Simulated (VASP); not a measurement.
Se:

```
Se
1.0
     4.59236    0.00000    0.00000
    -2.29618    3.97710    0.00000
     0.00000    0.00000    5.27451
Se
4
Direct
  0.00000 0.00000 0.25000
  0.00000 0.00000 0.75000
  0.33333 0.66667 0.75000
  0.66667 0.33333 0.25000
```

* Program: VASP 6.6.1
* Task: relaxation of cell and atoms
* Functional: PBEsol
* Potentials or basis: VASP PAW PBE potentials, release 64 (Se)
* Cutoff: 600 eV
* k mesh: 12 × 12 × 10
* Occupations: gaussian, width 0.1 eV
* Spin: no spin polarisation

At the start: pressure 0.2 GPa; volume 24.08 Å³/atom.

Task: Where does the relaxation end?

Result: Over 6 steps the energy falls by 6.4 meV/atom and the volume is 24.35 Å³/atom (+1.1 %); space group P6_3/mmc (No. 194, to 0.05 Å).

The path:
```
step  energy change (eV)  largest force (eV/Å)  pressure (GPa)  volume (Å³)
   1              0.0000                0.0000            0.21        96.34
   2             -0.0235                0.0000            0.25        96.75
   3             -0.0252                0.0000            0.30        96.91
   4             -0.0252                0.0000            0.30        96.90
   5             -0.0256                0.0000           -0.11        97.59
   6             -0.0257                0.0000            0.00        97.40
```

Final structure:
```yaml
crystal:
  lattice:
    - [4.55356, 0.00000, 0.00000]
    - [-2.27678, 3.94350, 0.00000]
    - [0.00000, 0.00000, 5.42387]
  atoms:
    - { symbol: Se, position: [0.00000, 0.00000, 0.25000] }
    - { symbol: Se, position: [0.00000, 0.00000, 0.75000] }
    - { symbol: Se, position: [0.33333, 0.66667, 0.75000] }
    - { symbol: Se, position: [0.66667, 0.33333, 0.25000] }
```

Caveat: the PAW data sets were made with another functional, which shifts forces and pressure a little.
